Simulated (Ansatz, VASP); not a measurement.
Hg: VASP beside Ansatz

Contents of INCAR:

```
SYSTEM = Hg
ALGO = Normal
EDIFF = 1E-7
ENCUT = 520
GGA = PE
ISIF = 2
ISMEAR = -1
LASPH = .True.
LCHARG = .False.
LREAL = .False.
LWAVE = .False.
NBANDS = 19
NELM = 100
PREC = Accurate
SIGMA = 0.05
```

KPOINTS

```
k-points
0
Gamma
  8 8 8
  0 0 0
```

POSCAR

```
Hg
1.0
    0.0000000000      3.3303445432      3.3303445432
    3.3303445432      0.0000000000      3.3303445432
    3.3303445432      3.3303445432      0.0000000000
Hg
2
Direct
   -0.2375000000     -0.0875000000     -0.0875000000
    0.2375000000      0.0875000000      0.0875000000
```

Input for Ansatz:

```yaml
crystal:
  lattice:
    - [0.0, 3.3303445432, 3.3303445432]
    - [3.3303445432, 0.0, 3.3303445432]
    - [3.3303445432, 3.3303445432, 0.0]
  atoms:
    - { symbol: Hg, position: [-0.2375, -0.0875, -0.0875] }
    - { symbol: Hg, position: [0.2375, 0.0875, 0.0875] }
kpoints:
  mp_grid: { grid: [8, 8, 8] }
scf:
  occupations: { method: fermi_dirac, width: 0.05 }
hamiltonian:
  xc: pbe
  pseudopotentials: { kind: all_electron, lapw: { basis_error: 0.001 } }
output:
  forces: true
  stress: true
  eigenvalues: true
  populations: true
```

Change from the starting cell: shortest bond scaled by 0.7, LAPW.

Alike in both runs: task single point; functional PBE; k mesh 8 × 8 × 8; occupations fermi-dirac, width 0.05 eV; no spin polarisation.

|  | VASP | Ansatz |
| --- | --- | --- |
| version | VASP 6.6.1 | Ansatz 0.2.0 |
| potentials or method | VASP PAW PBE potentials, release 64 (Hg), cutoff 520 eV | all-electron LAPW, scalar-relativistic |

|  | VASP | Ansatz | Ansatz less VASP |
| --- | --- | --- | --- |
| pressure (GPa) | 33.7 | 32.2 | -1.55 |
| traceless stress, the component that is largest in VASP (GPa) | -36.38 | -34.77 | +1.616 |
| rms of the force components (eV/Å) | 14.277 | 13.638 | -0.6390 |

Atom by atom the forces differ by 0.639 eV/Å (rms over components). Both programs put the cell under a high pressure, so it lies far from rest at this level. Ansatz ran all-electron here, and VASP with PAW potentials.

Spin-orbit coupling is off throughout.
